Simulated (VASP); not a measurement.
# SnO2 in VASP: further runs

Runs on SnO2. Level: PBE. Tasks: single point, relaxation of cell and atoms.

Program: VASP 6.6.1. These are calculated values, not measurements. Logs are shortened: lines on timing, memory, paths and dates and some standing lists are left out, and cuts for length are marked.

### Step 1. The cell of the first run

The typed cell holds 6 atoms: a = 4.827 Å, b = 4.827 Å, c = 3.238 Å, α = 90.00°, β = 90.00°, γ = 90.00°.

### Step 2. Single point, PBE

Contents of INCAR:

```
SYSTEM = SnO2
PREC = Accurate ; ENCUT = 520
EDIFF = 1E-6 ; ISMEAR = 0
SIGMA = 0.05 ; LREAL = .FALSE.
LASPH = .TRUE. ; NELM = 100
ALGO = Normal ; ISIF = 2
LWAVE = .FALSE. ; LCHARG = .FALSE.
GGA = PE ; NBANDS = 35
```

Contents of KPOINTS:

```
Automatic mesh
0
G
  6 6 8
  0 0 0
```

Contents of POSCAR:

```
SnO2
1.0
    4.8272296486     -0.0000038629     -0.0000010944
   -0.0000038629      4.8271151767      0.0000079268
   -0.0000007340      0.0000053166      3.2384802762
Sn O
2 4
Direct
    0.0000016291      0.0000001769     -0.0000002939
    0.5000015124      0.4999998139      0.4999997962
    0.3065541908      0.3066063720      0.0000000417
    0.1934438707      0.8066037853      0.4999999034
    0.6934441966      0.6933954957      0.0000004787
    0.8065546007      0.1933943561      0.5000000739
```

Potentials or basis: VASP PAW PBE potentials, release 64 (Sn_d, O).

Run with:

```
cat potpaw_PBE.64/Sn_d/POTCAR potpaw_PBE.64/O/POTCAR > POTCAR
mpirun -np 1 vasp_std > vasp.out
```

OUTCAR:

```text
SYSTEM = SnO2
   PREC = Accurate
   ENCUT = 520
   EDIFF = 1E-6
   ISMEAR = 0
   LREAL = .FALSE.
   LASPH = .TRUE.
   NELM = 100
   ISIF = 2
   GGA = PE

 ion  position               nearest neighbor table
   1  0.000  0.000  1.000-   4 2.09   6 2.09   4 2.09   6 2.09   3 2.09   5 2.09
   2  0.500  0.500  0.500-   5 2.09   3 2.09   5 2.09   3 2.09   6 2.09   4 2.09
   3  0.307  0.307  0.000-   2 2.09   2 2.09   1 2.09
   4  0.193  0.807  0.500-   1 2.09   1 2.09   2 2.09
   5  0.693  0.693  0.000-   2 2.09   2 2.09   1 2.09
   6  0.807  0.193  0.500-   1 2.09   1 2.09   2 2.09

  LATTYP: Found a simple orthorhombic cell.
 ALAT       =     3.2384802762
 B/A-ratio  =     1.4905495063
 C/A-ratio  =     1.4905848537

  Lattice vectors:

 A1 = (   0.0000007340,  -0.0000053166,  -3.2384802762)
 A2 = (  -0.0000038629,   4.8271151767,   0.0000079268)
 A3 = (   4.8272296486,  -0.0000038629,  -0.0000010944)

Analysis of symmetry for initial positions (statically):
=====================================================================
 Subroutine PRICEL returns:
 Original cell was already a primitive cell.

 Routine SETGRP: Setting up the symmetry group for a
 simple orthorhombic supercell.

 Subroutine GETGRP returns: Found  8 space group operations
 (whereof  4 operations were pure point group operations)
 out of a pool of  8 trial point group operations.

The static configuration has the point symmetry C_2h.
 The point group associated with its full space group is D_2h.

Analysis of symmetry for dynamics (positions and initial velocities):
=====================================================================
 Subroutine PRICEL returns:
 Original cell was already a primitive cell.

 Routine SETGRP: Setting up the symmetry group for a
 simple orthorhombic supercell.

 Subroutine GETGRP returns: Found  8 space group operations
 (whereof  4 operations were pure point group operations)
 out of a pool of  8 trial point group operations.

The dynamic configuration has the point symmetry C_2h.
 The point group associated with its full space group is D_2h.

 Subroutine INISYM returns: Found  8 space group operations
 (whereof  4 operations are pure point group operations),
 and found     1 'primitive' translations

----------------------------------------------------------------------------------------

                                     Primitive cell

  volume of cell :      75.4618
[... 100 lines left out ...]
   NSW    =      0    number of steps for IOM
   IBRION =     -1    ionic relax: 0-MD 1-quasi-New 2-CG
   NFREE  =      0    steps in history (QN), initial steepest desc. (CG)
   ISIF   =      2    stress and relaxation
   ISYM   =      2    0-nonsym 1-usesym 2-fastsym
   POTIM  = 0.5000    time-step for ionic-motion
   TEBEG  =    0.0;   TEEND  =   0.0 temperature during run
   PSTRESS=    0.0 pullay stress
   NELECT =      52.0000    total number of electrons
   NUPDOWN=      -1.0000    fix difference up-down
   EMIN   =  10.00;   EMAX   =-10.00  energy-range for DOS
   EFERMI =   0.00;   METHOD = LEGACY
   ISMEAR =     0;   SIGMA  =   0.05  broadening in eV -4-tet -1-fermi 0-gaus
   EFERMI_NEDOS =   21; number of points for ismear=-14 and -15
   IALGO  =     38    algorithm
   IMIX   =      4    mixing-type and parameters
     AMIX     =   0.40;   BMIX     =  1.00
     AMIX_MAG =   1.60;   BMIX_MAG =  1.00
  volume/ion in A,a.u.               =      12.58        84.87
  Fermi-wavevector in a.u.,A,eV,Ry     =   1.445996  2.732536 28.448468  2.090903
  Thomas-Fermi vector in A             =   2.564114
   LORBIT       =      0    0 simple, 1 ext, 2 COOP (PROOUT), +10 PAW based schemes
   GGA     = PE    functional components
   LHFCALC =     F    Hartree Fock is set to
   AEXX    =    0.0000 exact exchange contribution
   IVDW    =     0    specifies the selected vdW correction
   LEPSILON=     F    determine dielectric tensor
   LRPA    =     F    only Hartree local field effects (RPA)
 non-spin polarized calculation
 Gauss-broadening in eV      SIGMA  =   0.05
  energy-cutoff  :      520.00
  volume of cell :       75.46
 maximum number of plane-waves:      2068
 NGX is ok and might be reduce to    36
   NGX = 17   NGY = 17   NGZ = 13

 number of electron      52.0000003 magnetization

 Free energy of the ion-electron system (eV)
  ---------------------------------------------------
  ext. energy  EPLUGINS =         0.00000000
  ---------------------------------------------------
  free energy    TOTEN  =       -37.31100387 eV

  energy without entropy =      -37.31100387  energy(sigma->0) =      -37.31100387

 E-fermi :   5.7863     XC(G=0): -10.9760

 val. band max:        5.5313816206   @ k =   0.0000   0.0000   0.0000
 cond. band min:       6.1998111672   @ k =   0.0000   0.0000   0.0000
 fundamental gap:      0.6684295466
 Fermi energy:         5.7863107583

 k-point     1 :       0.0000    0.0000    0.0000
  band No.  band energies     occupation
      1     -15.5040      2.00000
      2     -14.8396      2.00000
      3     -14.6466      2.00000
      4     -14.6195      2.00000
      5     -14.6194      2.00000
      6     -14.5539      2.00000
[... 901 lines left out ...]
     34      17.4724      0.00000
     35      17.7378      0.00000

 [... further k-points ...]

------------------------ aborting loop because EDIFF is reached ----------------------------------------

  FORCE on cell =-STRESS in cart. coord.  units (eV):
  Direction    XX          YY          ZZ          XY          YZ          ZX
  --------------------------------------------------------------------------------------
  -------------------------------------------------------------------------------------
  Total        0.2430631      0.2448646      0.3664036     -0.0000004      0.0000010     -0.0000001
  in kB        5.1606302      5.1988792      7.7793532     -0.0000083      0.0000213     -0.0000029
  external PRESSURE =       6.0462875 kB  Pullay stress =       0.0000000 kB

 VOLUME and BASIS-vectors are now :
 -----------------------------------------------------------------------------
  energy-cutoff  :      520.00
  volume of cell :       75.46
      direct lattice vectors                 reciprocal lattice vectors
     4.827229649 -0.000003863 -0.000001094     0.207158158  0.000000166  0.000000047
    -0.000003863  4.827115177  0.000007927     0.000000166  0.207163070 -0.000000340
    -0.000000734  0.000005317  3.238480276     0.000000070 -0.000000507  0.308786812

 POSITION                                       TOTAL-FORCE (eV/Angst)
 -----------------------------------------------------------------------------------
      0.00001      0.00001      3.23848        -0.000000     -0.000000      0.000000
      2.41362      2.41356      1.61924        -0.000000     -0.000000      0.000000
      1.47981      1.48002      0.00000        -0.011593     -0.011792     -0.000000
      0.93379      3.89357      1.61925         0.011593     -0.011792     -0.000000
      3.34741      3.34710      0.00001         0.011593      0.011792      0.000000
      3.89342      0.93354      1.61924        -0.011593      0.011792      0.000000
 -----------------------------------------------------------------------------------
    total drift:                                0.036109     -0.015022     -0.003814

  FREE ENERGIE OF THE ION-ELECTRON SYSTEM (eV)
  ---------------------------------------------------
  free  energy   TOTEN  =       -37.3110038724 eV

  energy  without entropy=      -37.3110038724  energy(sigma->0) =      -37.31100387
```

OSZICAR:

```text
N       E                     dE             d eps       ncg     rms          rms(c)
DAV:   1     0.635326709539E+03    0.63533E+03   -0.25601E+04  6193   0.228E+03
DAV:   2     0.570222618686E+02   -0.57830E+03   -0.54505E+03  6080   0.605E+02
DAV:   3    -0.385609335838E+02   -0.95583E+02   -0.93780E+02  6224   0.207E+02
DAV:   4    -0.433204173510E+02   -0.47595E+01   -0.47275E+01  7022   0.501E+01
DAV:   5    -0.434461698549E+02   -0.12575E+00   -0.12556E+00  7055   0.852E+00    0.156E+01
DAV:   6    -0.372387206695E+02    0.62074E+01   -0.17639E+01  8825   0.643E+01    0.604E+00
DAV:   7    -0.373417332482E+02   -0.10301E+00   -0.20027E+00  6459   0.786E+00    0.317E+00
DAV:   8    -0.373179933290E+02    0.23740E-01   -0.18587E-01  8423   0.385E+00    0.740E-01
DAV:   9    -0.373101327914E+02    0.78605E-02   -0.34649E-02  9112   0.279E+00    0.128E-01
DAV:  10    -0.373109219547E+02   -0.78916E-03   -0.40833E-03  7235   0.560E-01    0.465E-02
DAV:  11    -0.373110055603E+02   -0.83606E-04   -0.19400E-04  8504   0.117E-01    0.196E-02
DAV:  12    -0.373110066360E+02   -0.10757E-05   -0.13168E-05  8444   0.261E-02    0.128E-02
DAV:  13    -0.373110036205E+02    0.30156E-05   -0.81365E-06  6666   0.371E-02    0.234E-03
DAV:  14    -0.373110038724E+02   -0.25194E-06   -0.58615E-07  3591   0.537E-03
   1 F= -.37311004E+02 E0= -.37311004E+02  d E =-.502667E-15
```

Wall time 2.3 min (1 thread of AMD EPYC 7R13 (Zen 3), shared host); peak memory 0.25 GiB.

Results:

* Free energy: -37.3110 eV
* Pressure: 0.6 GPa
* Largest force: 0.017 eV/Å
* Band gap on the k mesh: 0.67 eV

Forces on the atoms (eV/Å):
```
Sn   0.000  0.000  0.000
Sn   0.000  0.000  0.000
O   -0.012 -0.012  0.000
O    0.012 -0.012  0.000
O    0.012  0.012  0.000
O   -0.012  0.012  0.000
```

Caveat: spin-orbit coupling is left out, which moves the levels of the heavy elements.

### Step 3. Relaxation of cell and atoms, PBE

Contents of INCAR:

```
PREC = Accurate ; ENCUT = 600
EDIFF = 1E-6 ; ISMEAR = 0
SIGMA = 0.05 ; LREAL = F
LASPH = T ; NELM = 60
ALGO = Normal ; ISIF = 3
LWAVE = F ; LCHARG = F
GGA = PE ; IBRION = 2
NSW = 100 ; EDIFFG = -0.01
```

Contents of KPOINTS:

```
regular mesh
0
Gamma
  6 6 8
```

Contents of POSCAR:

```
SnO2
1.0
    4.8277050067      0.0000000000      0.0000000000
    0.0000000000      4.8277050067      0.0000000000
    0.0000000000      0.0000000000      3.2379909260
Sn O
2 4
Direct
    0.0032695911      0.0033656265     -0.0022297507
    0.5014855603      0.4960079887      0.4954440423
    0.3009360695      0.3045518154      0.0046234284
    0.1971947617      0.8064889458      0.5047992253
    0.6932983610      0.6908216319     -0.0004274905
    0.8038156565      0.1987639917      0.4977905452
```

Potentials or basis: VASP PAW PBE potentials, release 64 (Sn_d, O).

Run with:

```
cat potpaw_PBE.64/Sn_d/POTCAR potpaw_PBE.64/O/POTCAR > POTCAR
mpirun -np 1 vasp_std > vasp.out
```

Run time: 28 min. Hardware: 1 thread of Oxide Virtual Turin-like, shared host; peak memory 0.43 GiB.

It converged, with:

```yaml
Free_energy: -37.3205 eV
Relaxed_volume: 12.60 Å³/atom
Relaxed_cell: a = 4.828 Å, b = 4.832 Å, c = 3.242 Å, α = 90.01°, β = 90.00°, γ = 90.00°
Space_group_after_relaxing_to_0.1_Å: P4_2/mnm (No. 136)
Energy_gained_by_relaxing: 6.6 meV/atom
Ionic_steps: 12
Pressure_after_relaxing: 0.0 GPa
Largest_force_after_relaxing: 0.007 eV/Å
Band_gap_on_the_k_mesh: 0.64 eV
```

Forces in eV/Å, atoms in the order of the input:
```
Sn   0.002  0.004 -0.002
Sn   0.002  0.002 -0.001
O    0.002 -0.002  0.001
O   -0.006 -0.002  0.002
O   -0.003 -0.001  0.000
O    0.004 -0.002  0.000
```

Step by step:
```csv
step,energy change (eV),largest force (eV/Å),pressure (GPa),volume (Å³)
1,0.0000,0.7423,0.25,75.47
2,-0.0359,0.2265,-0.03,75.69
3,-0.0376,0.1009,-0.03,75.65
4,-0.0387,0.0472,0.02,75.63
5,-0.0388,0.0639,0.05,75.62
6,-0.0391,0.0234,-0.12,75.66
7,-0.0391,0.0257,-0.13,75.68
8,-0.0393,0.0128,0.11,75.57
9,-0.0393,0.0146,0.06,75.58
10,-0.0393,0.0123,-0.01,75.62
11,-0.0393,0.0126,-0.01,75.62
12,-0.0393,0.0067,-0.01,75.63
```

Final structure:
```
CELL_PARAMETERS angstrom
4.82812 0.00011 0.00006
0.00011 4.83180 -0.00055
0.00004 -0.00038 3.24194
ATOMIC_POSITIONS crystal
Sn 0.99996 0.99991 0.00002
Sn 0.49995 0.49992 0.50000
O 0.30580 0.30719 0.99995
O 0.19428 0.80728 0.49994
O 0.69411 0.69282 0.00003
O 0.80589 0.19286 0.50005
```

Levels at points of the mesh, in eV from the valence-band top:
```csv
k point,band 24,band 25,band 26,band 27,band 28,band 29
"(0.00, 0.00, 0.00)",-0.74,-0.74,0.00,0.64,5.66,6.04
"(0.50, 0.00, 0.00)",-1.21,-0.60,-0.60,3.85,3.85,6.78
"(0.00, 0.50, 0.00)",-1.21,-0.61,-0.61,3.86,3.86,6.80
"(0.50, 0.50, 0.00)",-1.33,-0.85,-0.85,4.25,4.25,7.13
"(0.00, 0.00, 0.50)",-1.52,-1.18,-1.18,5.56,5.56,9.34
"(0.50, 0.00, 0.50)",-1.01,-0.75,-0.75,5.82,5.82,7.59
"(0.00, 0.50, 0.50)",-1.02,-0.75,-0.75,5.81,5.82,7.58
"(0.50, 0.50, 0.50)",-0.91,-0.78,-0.78,4.32,4.32,8.60
```

Caveat: spin-orbit coupling is left out, which moves the levels of the heavy elements.
